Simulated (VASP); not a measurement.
# Ir: single point with PBE

The system is Ir.

```
Ir
1.0
     0.00000    2.01568    2.01568
     2.01568    0.00000    2.01568
     2.01568    2.01568    0.00000
Ir
1
Cartesian
  0.0000 0.0000 0.0000
```

This cell differs from its parent crystal: strain +0.050 along x and y, +0.050 along z.

```yaml
Program: VASP 6.6.1
Task: single point
Functional: PBE
Potentials_or_basis: VASP PAW PBE potentials, release 64 (Ir)
Cutoff: 520 eV
k_mesh: 22 × 22 × 22
Occupations: gaussian, width 0.15 eV
Spin: no spin polarisation
Dipole_correction: no
Further_INCAR_settings: ALGO = Normal; EDIFF = 1e-06; NBANDS = 10
```

The pressure is -30.6 GPa and the band gap on the k mesh is zero (an odd number of electrons rules out a gap without spin polarisation).

Levels at points of the mesh, in eV from the Fermi level:
```csv
k point,band 2,band 3,band 4,band 5,band 6,band 7
"(0.00, 0.00, 0.00)",-3.07,-3.07,-3.07,-0.95,-0.95,14.55
"(0.50, 0.00, 0.00)",-3.14,-3.14,-0.32,0.69,0.69,5.93
"(0.50, 0.50, 0.00)",-5.85,0.66,1.14,1.14,1.81,8.69
```

It took 52 s on 1 thread of Intel Xeon 8259CL (shared host), peak memory 0.19 GiB.

Caveat: the cell differs from its parent crystal (strain +0.050 along x and y, +0.050 along z); the cell stands under tension; spin-orbit coupling is left out, which moves the levels of the heavy elements.
